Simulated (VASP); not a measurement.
A run of VASP 6.6.1:

INCAR

```
PREC = Accurate
ENCUT = 520
EDIFF = 1E-8
ISMEAR = -1
SIGMA = 0.03
LREAL = F
LASPH = T
NELM = 100
ALGO = Normal
ISIF = 2
LWAVE = F
LCHARG = F
GGA = CA
LEFG = T
NBANDS = 16
```

The input KPOINTS:

```
Automatic mesh
0
Gamma
  13 13 10
```

File POSCAR:

```
ZrB2
1.0
    3.2270744050      0.0000000000      0.0000000000
   -1.6135372026      2.7947284147      0.0000000000
    0.0000000000      0.0000000000      3.5890371349
Zr B
1 2
Direct
    0.0000000000      0.0000000000      0.0000000000
    0.3333333333      0.6666666667      0.5000000000
    0.6666666667      0.3333333333      0.5000000000
```

Potentials or basis: VASP PAW LDA potentials, release 64 (Zr_sv, B).

Command:

```sh
$ cat potpaw_LDA.64/Zr_sv/POTCAR potpaw_LDA.64/B/POTCAR > POTCAR
$ mpirun -np 1 vasp_std > vasp.out
```

Hardware: 1 thread of AMD EPYC 7R13, on a shared host.

Question: How long does it take, and how much memory?

Answer: It took 89 s on 1 thread of AMD EPYC 7R13, on a shared host, peak memory 0.15 GiB. Counts: scf iterations 14, k points 126.
